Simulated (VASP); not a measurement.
# HgTe (I-4m2) in VASP: notebook, part 2 of 2

VASP 6.6.1. Earlier steps stand in the parts before.

## (3) Single point, r2SCAN (biaxial xy strain +5.7%)

File POSCAR:

```
HgTe
1.0
    0.0000000000      3.4776682752      3.2891972715
    3.4776682752      0.0000000000      3.2891972715
    3.4776682752      3.4776682752      0.0000000000
Hg Te
1 1
Direct
    0.0000000000      0.0000000000      0.0000000000
    0.2500000000      0.2500000000      0.2500000000
```

File INCAR.step1:

```
ALGO = Normal
EDIFF = 1E-4
ENCUT = 520
GGA = PE
ISMEAR = -1
LASPH = True
LCHARG = False
LREAL = False
LWAVE = True
NBANDS = 16
NELM = 60
PREC = Accurate
SIGMA = 0.02
```

File INCAR.step2:

```
ALGO = Normal
EDIFF = 1E-6
ENCUT = 520
ISIF = 2
ISMEAR = -1
ISTART = 1
LASPH = True
LCHARG = False
LMIXTAU = True
LREAL = False
LWAVE = False
METAGGA = R2SCAN
NBANDS = 16
NELM = 60
PREC = Accurate
SIGMA = 0.02
```

File KPOINTS:

```
k-points
0
Gamma
  6 6 6
```

Potentials or basis: VASP PAW PBE potentials, release 64 (Hg, Te).

The run is started by

```sh
> cat potpaw_PBE.64/Hg/POTCAR potpaw_PBE.64/Te/POTCAR > POTCAR
> cp INCAR.step1 INCAR
> mpirun -np 1 vasp_std > vasp.out
> cp INCAR.step2 INCAR
> mpirun -np 1 vasp_std > vasp.out
```

OUTCAR:

```text
EDIFF = 1E-6
   ENCUT = 520
   ISIF = 2
   ISMEAR = -1
   ISTART = 1
   LASPH = True
   LREAL = False
   METAGGA = R2SCAN
   NELM = 60
   PREC = Accurate

 ion  position               nearest neighbor table
   1  0.000  0.000  0.000-   2 2.96   2 2.96   2 2.96   2 2.96
   2  0.250  0.250  0.250-   1 2.96   1 2.96   1 2.96   1 2.96

  LATTYP: Found a body centered tetragonal cell.
 ALAT       =     4.9181656402
 C/A-ratio  =     1.3375707579

  Lattice vectors:

 A1 = (   0.0000000000,  -3.4776682752,  -3.2891972715)
 A2 = (   0.0000000000,   3.4776682752,  -3.2891972715)
 A3 = (   3.4776682752,   0.0000000000,   3.2891972715)

Analysis of symmetry for initial positions (statically):
=====================================================================
 Subroutine PRICEL returns:
 Original cell was already a primitive cell.

 Routine SETGRP: Setting up the symmetry group for a
 body centered tetragonal supercell.

 Subroutine GETGRP returns: Found  8 space group operations
 (whereof  8 operations were pure point group operations)
 out of a pool of 16 trial point group operations.

The static configuration has the point symmetry D_2d.

Analysis of symmetry for dynamics (positions and initial velocities):
=====================================================================
 Subroutine PRICEL returns:
 Original cell was already a primitive cell.

 Routine SETGRP: Setting up the symmetry group for a
 body centered tetragonal supercell.

 Subroutine GETGRP returns: Found  8 space group operations
 (whereof  8 operations were pure point group operations)
 out of a pool of 16 trial point group operations.

The dynamic configuration has the point symmetry D_2d.

 Subroutine INISYM returns: Found  8 space group operations
 (whereof  8 operations are pure point group operations),
 and found     1 'primitive' translations
[... 103 lines left out ...]
   POTIM  = 0.5000    time-step for ionic-motion
   TEBEG  =    0.0;   TEEND  =   0.0 temperature during run
   PSTRESS=    0.0 pullay stress
   NELECT =      18.0000    total number of electrons
   NUPDOWN=      -1.0000    fix difference up-down
   EMIN   =  10.00;   EMAX   =-10.00  energy-range for DOS
   EFERMI =   0.00;   METHOD = LEGACY
   ISMEAR =    -1;   SIGMA  =   0.02  broadening in eV -4-tet -1-fermi 0-gaus
   EFERMI_NEDOS =   21; number of points for ismear=-14 and -15
   IALGO  =     38    algorithm
   IMIX   =      4    mixing-type and parameters
     AMIX     =   0.40;   BMIX     =  1.00
     AMIX_MAG =   1.60;   BMIX_MAG =  1.00
  volume/ion in A,a.u.               =      39.78       268.45
  Fermi-wavevector in a.u.,A,eV,Ry     =   0.997548  1.885091 13.539172  0.995101
  Thomas-Fermi vector in A             =   2.129711
   LORBIT       =      0    0 simple, 1 ext, 2 COOP (PROOUT), +10 PAW based schemes
   METAGGA = R2SCAN    functional components
   LHFCALC =     F    Hartree Fock is set to
   AEXX    =    0.0000 exact exchange contribution
   IVDW    =     0    specifies the selected vdW correction
   LEPSILON=     F    determine dielectric tensor
   LRPA    =     F    only Hartree local field effects (RPA)
 non-spin polarized calculation
  energy-cutoff  :      520.00
  volume of cell :       79.56
 maximum number of plane-waves:      2162
   NGX = 17   NGY = 17   NGZ = 19

 number of electron      18.0000001 magnetization

 Free energy of the ion-electron system (eV)
  ---------------------------------------------------
  ext. energy  EPLUGINS =         0.00000000
  ---------------------------------------------------
  free energy    TOTEN  =       -75.05038895 eV

  energy without entropy =      -75.05032250  energy(sigma->0) =      -75.05035573

 E-fermi :   1.2992     XC(G=0):  -8.5470

 val. band max:        1.2195523160   @ k =   0.0000   0.0000   0.0000
 cond. band min:       1.3637330173   @ k =   0.0000   0.0000   0.0000
 fundamental gap:      0.1441807013
 Fermi energy:         1.2991657464

 k-point     1 :       0.0000    0.0000    0.0000
  band No.  band energies     occupation
      1     -10.0526      2.00000
      2      -5.5278      2.00000
      3      -5.5278      2.00000
      4      -5.5197      2.00000
      5      -5.1554      2.00000
      6      -5.1361      2.00000
[... 433 lines left out ...]
      3      -5.3180      2.00000
      4      -5.2455      2.00000
      5      -5.1173      2.00000
      6      -4.9013      2.00000
[... 8 lines left out ...]
     15      11.8164      0.00000
     16      12.5571      0.00000

 [... further k-points ...]
[... 5 lines left out ...]
  --------------------------------------------------------------------------------------
  -------------------------------------------------------------------------------------
  Total       -1.8110451     -1.8110451     -1.3920851      0.0000000      0.0000000      0.0000000
  in kB      -36.4706607    -36.4706607    -28.0336823      0.0000000      0.0000000      0.0000000
  external PRESSURE =     -33.6583346 kB  Pullay stress =       0.0000000 kB

 VOLUME and BASIS-vectors are now :
 -----------------------------------------------------------------------------
  energy-cutoff  :      520.00
  volume of cell :       79.56
      direct lattice vectors                 reciprocal lattice vectors
     0.000000000  3.477668275  3.289197271    -0.143774495  0.143774495  0.152012774
     3.477668275  0.000000000  3.289197271     0.143774495 -0.143774495  0.152012774
     3.477668275  3.477668275  0.000000000     0.143774495  0.143774495 -0.152012774

 POSITION                                       TOTAL-FORCE (eV/Angst)
 -----------------------------------------------------------------------------------
      0.00000      0.00000      0.00000        -0.000000     -0.000000     -0.000000
      1.73883      1.73883      1.64460         0.000000      0.000000      0.000000
 -----------------------------------------------------------------------------------
    total drift:                               -0.000003     -0.000003      0.000007

  FREE ENERGIE OF THE ION-ELECTRON SYSTEM (eV)
  ---------------------------------------------------
  free  energy   TOTEN  =       -75.0503889505 eV

  energy  without entropy=      -75.0503225001  energy(sigma->0) =      -75.05035573
```

OUTCAR.step1:

```text
EDIFF = 1E-4
   ENCUT = 520
   GGA = PE
   ISMEAR = -1
   LASPH = True
[... 677 lines left out ...]
      0.00000      0.00000      0.00000        -0.000000     -0.000000     -0.000000
      1.73883      1.73883      1.64460         0.000000      0.000000      0.000000
 -----------------------------------------------------------------------------------
    total drift:                               -0.000000     -0.000000      0.000000

  FREE ENERGIE OF THE ION-ELECTRON SYSTEM (eV)
  ---------------------------------------------------
  free  energy   TOTEN  =        -3.5938586430 eV

  energy  without entropy=       -3.5937846276  energy(sigma->0) =       -3.59382164
```

Wall time 59 s (1 thread of Intel Xeon 6975P-C (Granite Rapids), shared host); peak memory 0.25 GiB.

Results:

```yaml
Free_energy: -75.0504 eV
Pressure: -3.4 GPa
Band_gap_on_the_k_mesh: 0.14 eV
```

Caveat: the cell differs from its parent crystal (biaxial xy strain +5.7%); the cell stands under tension; the PAW data sets were made with another functional, which shifts forces and pressure a little; spin-orbit coupling is left out, which moves the levels of the heavy elements.

## (4) Single point, HSE06 (biaxial xy strain +5.7%)

POSCAR is that of step 3.

File INCAR.step1:

```
PREC = Accurate ; ENCUT = 520
EDIFF = 1E-5 ; ISMEAR = -1
SIGMA = 0.02 ; LREAL = False
LASPH = True ; NELM = 100
ALGO = Normal ; ISIF = 2
LWAVE = True ; LCHARG = False
NBANDS = 16 ; GGA = PE
```

File INCAR.step2:

```
PREC = Accurate ; ENCUT = 520
EDIFF = 1E-7 ; ISMEAR = -1
SIGMA = 0.02 ; LREAL = False
LASPH = True ; NELM = 100
ALGO = Normal ; ISIF = 2
LWAVE = False ; LCHARG = False
GGA = PE ; LHFCALC = True
HFSCREEN = 0.2079 ; PRECFOCK = Normal
NBANDS = 16 ; ISTART = 1
```

File KPOINTS:

```
regular mesh
0
Gamma
  4 4 4
```

The run is started by

```sh
> cat potpaw_PBE.64/Hg/POTCAR potpaw_PBE.64/Te/POTCAR > POTCAR
> cp INCAR.step1 INCAR
> mpirun -np 1 vasp_std > vasp.out
> cp INCAR.step2 INCAR
> mpirun -np 1 vasp_std > vasp.out
```

Run time: 16 min. Hardware: 1 thread of Intel Xeon 6975P-C (Granite Rapids), shared host; peak memory 0.34 GiB.

It converged, with:

| Item | Value |
| --- | --- |
| Free energy | -4.5682 eV |
| Pressure | -3.3 GPa |
| Band gap on the k mesh | 0.19 eV |

Stress tensor (GPa, compression positive):
```
-3.63  0.00  0.00
 0.00 -3.63  0.00
 0.00  0.00 -2.77
```

Levels at points of the mesh, in eV from the valence-band top:
```csv
k point,band 5,band 6,band 7,band 8,band 9,band 10,band 11,band 12,band 13,band 14
"(0.00, 0.00, 0.00)",-7.26,-7.24,-0.49,0.00,0.00,0.19,5.30,5.32,5.32,7.40
"(0.50, 0.00, 0.00)",-7.24,-7.00,-4.75,-0.81,-0.59,1.36,5.87,6.16,7.56,8.62
"(0.50, 0.50, 0.00)",-7.21,-6.85,-4.70,-1.85,-1.85,2.37,3.43,8.88,9.34,9.34
"(0.50, 0.00, 0.50)",-7.21,-6.93,-4.94,-1.70,-1.59,2.75,3.59,8.55,9.14,9.41
```

Caveat: the cell differs from its parent crystal (biaxial xy strain +5.7%); the cell stands under tension; the PAW data sets were made with another functional, which shifts forces and pressure a little; spin-orbit coupling is left out, which moves the levels of the heavy elements.

## (5) The runs side by side

```tsv
level	k mesh	grid for exact exchange (PRECFOCK)	share of exact exchange	screening parameter	gap on the mesh (eV)	pressure (GPa)
PBE	6 × 6 × 6	-	-	-	0.14	-2.1
r2SCAN	6 × 6 × 6	-	-	-	0.14	-3.4
HSE06	4 × 4 × 4	Normal	0.25	0.2079 1/Å	0.19	-3.3
```

Alike in all rows: task single point; potentials or basis VASP PAW PBE potentials, release 64 (Hg, Te); no spin polarisation; cell as given; cutoff (eV) 520; smearing fermi-dirac 0.02 eV.

Caveats: spin-orbit coupling is left out, which moves the levels of the heavy elements; the cell stands under tension (at least some runs); the PAW data sets were made with another functional, which shifts forces and pressure a little (at least some runs).

Absolute energies hang on the potentials; compare differences alone.
